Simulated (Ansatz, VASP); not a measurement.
MgB2 in VASP and in Ansatz

Contents of INCAR:

```
ALGO = Normal
EDIFF = 1E-7
EDIFFG = -0.01
ENCUT = 600
GGA = PE
IBRION = 2
ISIF = 3
ISMEAR = 0
LASPH = True
LCHARG = False
LREAL = False
LWAVE = False
NELM = 100
NSW = 100
PREC = Accurate
SIGMA = 0.1
```

KPOINTS

```
k-points
0
Gamma
  12 12 6
```

File POSCAR:

```
MgB2
1.0
    3.3142323429      0.0000000000      0.0000000000
    0.0000000000      3.3142323429      0.0000000000
    0.0000000000      0.0000000000      7.0745654431
Mg B
2 4
Direct
    0.0000000000      0.5000000000      0.3196955271
    0.5000000000      0.0000000000      0.6803044729
    0.5000000000      0.2538711761      0.0979773708
    0.5000000000      0.7461288239      0.0979773708
    0.2538711761      0.5000000000      0.9020226292
    0.7461288239      0.5000000000      0.9020226292
```

Input for Ansatz:

```yaml
crystal:
  lattice:
    - [3.3142323429, 0.0, 0.0]
    - [0.0, 3.3142323429, 0.0]
    - [0.0, 0.0, 7.0745654431]
  atoms:
    - { symbol: Mg, position: [0.0, 0.5, 0.3196955271] }
    - { symbol: Mg, position: [0.5, 0.0, 0.6803044729] }
    - { symbol: B, position: [0.5, 0.2538711761, 0.0979773708] }
    - { symbol: B, position: [0.5, 0.7461288239, 0.0979773708] }
    - { symbol: B, position: [0.2538711761, 0.5, 0.9020226292] }
    - { symbol: B, position: [0.7461288239, 0.5, 0.9020226292] }
basis:
  ecutwfc: 420
kpoints:
  mp_grid: { grid: [12, 12, 6] }
hamiltonian:
  xc: pbe
scf:
  occupations: { method: gaussian, width: 0.1 }
output:
  forces: true
  stress: true
  eigenvalues: true
  write_density: true
  write_potential: true
  elf: true
  volumetric_format: npy
relax:
  adjacent_minimum: "off"
  f_tol: 0.01
  max_steps: 80
  cell: { stress_tol: 0.05 }
```

Alike in both runs: task relaxation of cell and atoms; functional PBE; k mesh 12 × 12 × 6; occupations gaussian, width 0.1 eV; no spin polarisation.

|  | VASP | Ansatz |
| --- | --- | --- |
| version | VASP 6.6.1 | Ansatz 0.2.0 |
| potentials or method | VASP PAW PBE potentials, release 64 (Mg, B), cutoff 600 eV | scalar-relativistic, plane waves, PAW |
| valence electrons in the cell | 16 | 32 |

|  | VASP | Ansatz | Ansatz less VASP |
| --- | --- | --- | --- |
| gap on the k mesh at the Fermi level, each at its own relaxed structure (eV) | none | none | - |
| relaxed volume (Å³/atom) | 12.93 | 12.94 | +0.010 |
| relaxed length of the cell vector where the two differ most in proportion (Å) | 7.077 | 7.081 | +0.0043 |

A gap of «none» marks a metal or a gap that the smearing closes. VASP's potentials hold 16 valence electrons a cell and Ansatz's 32, so a difference there can come from the potentials and not from the codes.
